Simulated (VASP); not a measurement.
# MnB6 (P6/m) in VASP: a series of runs, part 2 of 2

VASP 6.6.1.

## (3) Relaxation of cell and atoms, PBE, collinear spin, ferromagnetic start

This run uses another cell than the first one, of 8.20 Å³/atom.

INCAR

```
  PREC = Accurate
  ENCUT = 600
  EDIFF = 1E-7
  ISMEAR = 0
  SIGMA = 0.2
  LREAL = F
  LASPH = T
  NELM = 150
  ALGO = Normal
  ISIF = 3
  LWAVE = F
  LCHARG = F
  ISPIN = 2
  MAGMOM = 4 0 0 0 0 0 0
  LORBIT = 11
  LMAXMIX = 4
  GGA = PE
  IBRION = 2
  NSW = 36
  EDIFFG = -0.08
```

KPOINTS

```
regular mesh
0
Gamma
  4 4 5
```

POSCAR

```
MnB6
1.0
    4.3899803000      0.0000000000      0.0000000000
   -2.1949901500      3.8018344600      0.0000000000
    0.0000000000      0.0000000000      3.4412833700
Mn B
1 6
Direct
    0.0000000000      0.0000000000      0.0000000000
    0.8285908900      0.5045570100      0.5000000000
    0.4954429900      0.3240338800      0.5000000000
    0.6759661200      0.1714091100      0.5000000000
    0.1714091100      0.4954429900      0.5000000000
    0.5045570100      0.6759661200      0.5000000000
    0.3240338800      0.8285908900      0.5000000000
```

Potentials or basis: VASP PAW PBE potentials, release 64 (Mn_pv, B).

Run with:

```sh
cat potpaw_PBE.64/Mn_pv/POTCAR potpaw_PBE.64/B/POTCAR > POTCAR
mpirun -np 1 vasp_std > vasp.out
```

OUTCAR:

```text
PREC = Accurate
   ENCUT = 600
   EDIFF = 1E-7
   ISMEAR = 0
   LREAL = F
   LASPH = T
   NELM = 150
   ISIF = 3
   ISPIN = 2
   LORBIT = 11
   GGA = PE
   IBRION = 2
   NSW = 36
   EDIFFG = -0.08

 ion  position               nearest neighbor table
   1  0.000  0.000  0.000-   2 2.57   5 2.57   2 2.57   5 2.57   3 2.57   3 2.57   6 2.57   6 2.57
                             4 2.57   4 2.57   7 2.57   7 2.57
   2  0.829  0.505  0.500-   4 1.27   3 1.27   5 1.53   7 1.91   6 1.91   1 2.57   1 2.57
   3  0.495  0.324  0.500-   2 1.27   4 1.27   6 1.53   7 1.91   5 1.91   1 2.57   1 2.57
   4  0.676  0.171  0.500-   2 1.27   3 1.27   7 1.53   6 1.91   5 1.91   1 2.57   1 2.57
   5  0.171  0.495  0.500-   7 1.27   6 1.27   2 1.53   4 1.91   3 1.91   1 2.57   1 2.57
   6  0.505  0.676  0.500-   5 1.27   7 1.27   3 1.53   4 1.91   2 1.91   1 2.57   1 2.57
   7  0.324  0.829  0.500-   5 1.27   6 1.27   4 1.53   3 1.91   2 1.91   1 2.57   1 2.57

  LATTYP: Found a hexagonal cell.
 ALAT       =     4.3899803000
 C/A-ratio  =     0.7838949460

  Lattice vectors:

 A1 = (   4.3899803000,   0.0000000000,   0.0000000000)
 A2 = (  -2.1949901500,   3.8018344600,   0.0000000000)
 A3 = (   0.0000000000,   0.0000000000,   3.4412833700)

Analysis of symmetry for initial positions (statically):
=====================================================================
 Subroutine PRICEL returns:
 Original cell was already a primitive cell.

 Routine SETGRP: Setting up the symmetry group for a
 hexagonal supercell.

 Subroutine GETGRP returns: Found 12 space group operations
 (whereof 12 operations were pure point group operations)
 out of a pool of 24 trial point group operations.

The static configuration has the point symmetry C_6h.

Analysis of symmetry for dynamics (positions and initial velocities):
=====================================================================
 Subroutine PRICEL returns:
 Original cell was already a primitive cell.

 Routine SETGRP: Setting up the symmetry group for a
 hexagonal supercell.

 Subroutine GETGRP returns: Found 12 space group operations
 (whereof 12 operations were pure point group operations)
 out of a pool of 24 trial point group operations.

The dynamic configuration has the point symmetry C_6h.

Analysis of structural, dynamic, and magnetic symmetry:
[... 165 lines left out ...]
  -------------------------------------------------------------------------------------
  Total       55.4234493     55.4234493     -2.3216718      0.0000032     -0.0000000      0.0000000
  in kB     1546.0656224   1546.0656208    -64.7642296      0.0000895     -0.0000000      0.0000000
  external PRESSURE =    1009.1223379 kB  Pullay stress =       0.0000000 kB
[... 108 lines left out ...]
  FREE ENERGIE OF THE ION-ELECTRON SYSTEM (eV)
  ---------------------------------------------------
  free  energy   TOTEN  =       -38.9435158136 eV

  energy  without entropy=      -38.7702697657  energy(sigma->0) =      -38.85689279

 E-fermi :   0.8282     XC(G=0):  -8.3928

 val. band max:        0.8280246762   @ k =   0.2500   0.2500   0.0000
 cond. band min:       0.8606587397   @ k =   0.5000  -0.0000   0.2000
 fundamental gap:      0.0326340635
 Fermi energy:         0.8281728602

 spin component 1

 k-point     1 :       0.0000    0.0000    0.0000
  band No.  band energies     occupation
      1     -47.3875      1.00000
      2     -46.9566      1.00000
      3     -46.9566      1.00000
      4     -11.7823      1.00000
      5      -7.3421      1.00000
      6      -7.3421      1.00000
[... 568 lines left out ...]
     20       3.4021      0.00000
     21       4.2270      0.00000

[... ionic steps 4 to 15 ...]

--------------------------------------- Ionic step       16  -------------------------------------------

 number of electron      31.0000011 magnetization       0.0000002

 number of electron      31.0000011 magnetization      -0.0000000
[... 83 lines left out ...]
 number of electron      31.0000011 magnetization      -0.0000002

 number of electron      31.0000011 magnetization       0.0000002

 Free energy of the ion-electron system (eV)
  ---------------------------------------------------
  ext. energy  EPLUGINS =         0.00000000
  ---------------------------------------------------
  free energy    TOTEN  =       -48.56480286 eV

  energy without entropy =      -48.52709795  energy(sigma->0) =      -48.54595041

 E-fermi :   8.5714     XC(G=0): -12.5476

 val. band max:        8.5346202125   @ k =   0.2500   0.2500   0.2000
 cond. band min:       8.8131289073   @ k =   0.5000  -0.0000   0.4000
 fundamental gap:      0.2785086947
 Fermi energy:         8.5713688949

 spin component 1

 k-point     1 :       0.0000    0.0000    0.0000
  band No.  band energies     occupation
      1     -39.9244      1.00000
      2     -39.4176      1.00000
      3     -39.4176      1.00000
      4      -7.6546      1.00000
      5      -1.8213      1.00000
      6      -1.8213      1.00000
[... 602 lines left out ...]
  FREE ENERGIE OF THE ION-ELECTRON SYSTEM (eV)
  ---------------------------------------------------
  free  energy   TOTEN  =       -48.5648028587 eV

  energy  without entropy=      -48.5270979520  energy(sigma->0) =      -48.54595041

 reached required accuracy - stopping structural energy minimisation

 total charge

# of ion       s       p       d       tot
------------------------------------------
    1        0.335   6.457   5.419  12.211
    2        0.670   1.340   0.000   2.010
    3        0.670   1.340   0.000   2.010
    4        0.670   1.340   0.000   2.010
    5        0.670   1.340   0.000   2.010
    6        0.670   1.340   0.000   2.010
    7        0.670   1.340   0.000   2.010
--------------------------------------------------
tot          4.354  14.497   5.419  24.271

 magnetization (x)

# of ion       s       p       d       tot
------------------------------------------
    1       -0.000  -0.000  -0.000  -0.000
    2        0.000   0.000   0.000   0.000
    3        0.000   0.000   0.000   0.000
    4        0.000   0.000   0.000   0.000
    5        0.000   0.000   0.000   0.000
    6        0.000   0.000   0.000   0.000
    7        0.000   0.000   0.000   0.000
--------------------------------------------------
tot          0.000  -0.000  -0.000  -0.000
```

CONTCAR:

```text
MnB6
   1.00000000000000
     4.6027321950688034   -0.0000000685023089    0.0000000000000000
    -2.3013660382096619    3.9860830398221174    0.0000000000000000
    -0.0000000000000000    0.0000000000000000    2.7391931629110573
  Mn              B
     1     6
Direct
     0.0000000000000000    0.0000000000000000    0.0000000000000000
     0.8519178648954542    0.5778243939953391    0.5000000000000000
     0.4221756059681060    0.2740934708880048    0.5000000000000000
     0.7259065291364399    0.1480821351166562    0.5000000000000000
     0.1480821351045458    0.4221756060046609    0.5000000000000000
     0.5778243940318940    0.7259065291119950    0.5000000000000000
     0.2740934708635600    0.8519178648833441    0.5000000000000000

  0.00000000E+00  0.00000000E+00  0.00000000E+00
  0.00000000E+00  0.00000000E+00  0.00000000E+00
  0.00000000E+00  0.00000000E+00  0.00000000E+00
  0.00000000E+00  0.00000000E+00  0.00000000E+00
  0.00000000E+00  0.00000000E+00  0.00000000E+00
  0.00000000E+00  0.00000000E+00  0.00000000E+00
  0.00000000E+00  0.00000000E+00  0.00000000E+00
```

It took 9 min on 1 thread of AMD EPYC 9R45 (Zen 5), shared host; peak memory 0.2 GiB.

What came out:

```yaml
Free_energy: -48.5648 eV
Relaxed_volume: 7.18 Å³/atom
Relaxed_cell: a = 4.603 Å, b = 4.603 Å, c = 2.739 Å, α = 90.00°, β = 90.00°, γ = 120.00°
Space_group_after_relaxing_to_0.1_Å: P6/m (No. 175)
Energy_gained_by_relaxing: 2363.0 meV/atom
Ionic_steps: 18
Pressure_after_relaxing: 0.2 GPa
Largest_force_after_relaxing: 0.071 eV/Å
Net_moment: 0.00 μB per cell
Valence_electrons_inside_the_program's_atomic_spheres: Mn 12.21; B 2.01
```

Forces on the atoms (eV/Å):
```
Mn   0.000  0.000  0.000
B    0.034 -0.063  0.000
B    0.038  0.060  0.000
B   -0.071  0.002  0.000
B   -0.034  0.063  0.000
B   -0.038 -0.060  0.000
B    0.071 -0.002  0.000
```

Step by step:
```csv
step,energy change (eV),largest force (eV/Å),pressure (GPa),volume (Å³)
1,0.0000,24.1637,100.91,57.43
2,-6.8470,3.6301,10.16,107.94
3,-6.9199,3.5728,9.81,107.17
4,-7.0328,3.4851,9.25,106.03
5,-11.1820,2.4822,-6.73,79.98
6,-13.4651,0.9013,-13.85,68.27
7,-13.7975,3.8488,-8.97,62.74
8,-13.8089,3.1271,-10.97,63.83
9,-14.7455,2.4801,-4.71,59.85
10,-14.8340,1.6975,-8.66,60.84
11,-15.6787,1.4479,-6.12,56.72
12,-16.3980,0.1552,8.88,50.15
13,-16.4730,0.5722,-8.17,51.81
14,-16.5112,0.3448,-2.57,51.22
15,-16.5349,0.1708,-2.37,50.68
16,-16.5368,0.0730,-2.47,50.80
17,-16.5399,0.0691,1.76,49.97
18,-16.5412,0.0712,0.23,50.26
```

Final structure:
```
CELL_PARAMETERS angstrom
4.60273 0.00000 0.00000
-2.30137 3.98608 0.00000
0.00000 0.00000 2.73919
ATOMIC_POSITIONS crystal
Mn 0.00000 0.00000 0.00000
B 0.85192 0.57782 0.50000
B 0.42218 0.27409 0.50000
B 0.72591 0.14808 0.50000
B 0.14808 0.42218 0.50000
B 0.57782 0.72591 0.50000
B 0.27409 0.85192 0.50000
```

Levels at points of the mesh, in eV from the Fermi level:
Spin up:
```
           k point  band 14  band 15  band 16  band 17  band 18  band 19
(0.00, 0.00, 0.00)    -1.63    -0.78    -0.78     4.36     5.76     5.79
(0.50, 0.00, 0.00)    -1.77    -0.73     0.70     2.11     2.39     3.66
```
Spin down:
```tsv
k point	band 13	band 14	band 15	band 16	band 17	band 18	band 19	band 20
(0.00, 0.00, 0.00)	-1.63	-1.63	-0.78	-0.78	4.36	5.76	5.79	5.79
(0.50, 0.00, 0.00)	-2.56	-1.77	-0.73	0.70	2.11	2.39	3.66	4.18
```

Caveat: the k points lie up to 0.46 Å⁻¹ apart in the final cell; a cell axis changed by over 15 % at a fixed basis, so the end point is rough; the relaxation stopped at a loose force limit of 0.08 eV/Å, so its end isn't a converged minimum.
